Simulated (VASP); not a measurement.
Wanted: the native input for a VASP 6.6.1 run.

| Item | Value |
| --- | --- |
| Task | single point |
| Functional | r2SCAN |
| Potentials or basis | VASP PAW PBE potentials, release 64 (Y_sv, Pt) |
| Cutoff | 520 eV |
| k mesh | 10 × 10 × 10 |
| Occupations | gaussian, width 0.1 eV |
| Spin | no spin polarisation |
| Dipole correction | no |
| Further INCAR settings | ALGO = Normal; EDIFF = 1e-07; NBANDS = 28 |

The system is YPt3.

```
CELL_PARAMETERS angstrom
4.09592 0.00000 0.00000
0.00000 4.09592 0.00000
0.00000 0.00000 4.09592
ATOMIC_POSITIONS crystal
Y 0.00000 0.00000 0.00000
Pt 0.00000 0.50000 0.50000
Pt 0.50000 0.00000 0.50000
Pt 0.50000 0.50000 0.00000
```

These files were run (other wordings do the same):

POSCAR

```
YPt3
1.0
    4.0959199535      0.0000000000      0.0000000000
    0.0000000000      4.0959199535      0.0000000000
    0.0000000000      0.0000000000      4.0959199535
Y Pt
1 3
Direct
    0.0000000000      0.0000000000      0.0000000000
    0.0000000000      0.5000000000      0.5000000000
    0.5000000000      0.0000000000      0.5000000000
    0.5000000000      0.5000000000      0.0000000000
```

INCAR.step1

```
SYSTEM = YPt3
  ALGO = Normal
  EDIFF = 1E-4
  ENCUT = 520
  GGA = PE
  ISMEAR = 0
  LASPH = .True.
  LCHARG = .False.
  LREAL = .False.
  LWAVE = .True.
  NBANDS = 28
  NELM = 100
  PREC = Accurate
  SIGMA = 0.1
```

INCAR.step2

```
SYSTEM = YPt3
  ALGO = Normal
  EDIFF = 1E-7
  ENCUT = 520
  ISIF = 2
  ISMEAR = 0
  ISTART = 1
  LASPH = .True.
  LCHARG = .False.
  LMIXTAU = .True.
  LREAL = .False.
  LWAVE = .False.
  METAGGA = R2SCAN
  NBANDS = 28
  NELM = 100
  PREC = Accurate
  SIGMA = 0.1
```

KPOINTS

```
k-points
0
Gamma
  10 10 10
  0 0 0
```

Potentials or basis: VASP PAW PBE potentials, release 64 (Y_sv, Pt).

Run with:

```console
$ cat potpaw_PBE.64/Y_sv/POTCAR potpaw_PBE.64/Pt/POTCAR > POTCAR
$ cp INCAR.step1 INCAR
$ mpirun -np 1 vasp_std > vasp.out
$ cp INCAR.step2 INCAR
$ mpirun -np 1 vasp_std > vasp.out
```

Results of the run:

* Pressure: 0.3 GPa

Caveat: the PAW data sets were made with another functional, which shifts forces and pressure a little.

It took 5.2 min on 1 thread of Intel(R) Xeon(R) Platinum 8259CL CPU @ 2.50GHz (Skylake/Cascade Lake), on a shared host, peak memory 0.25 GiB.
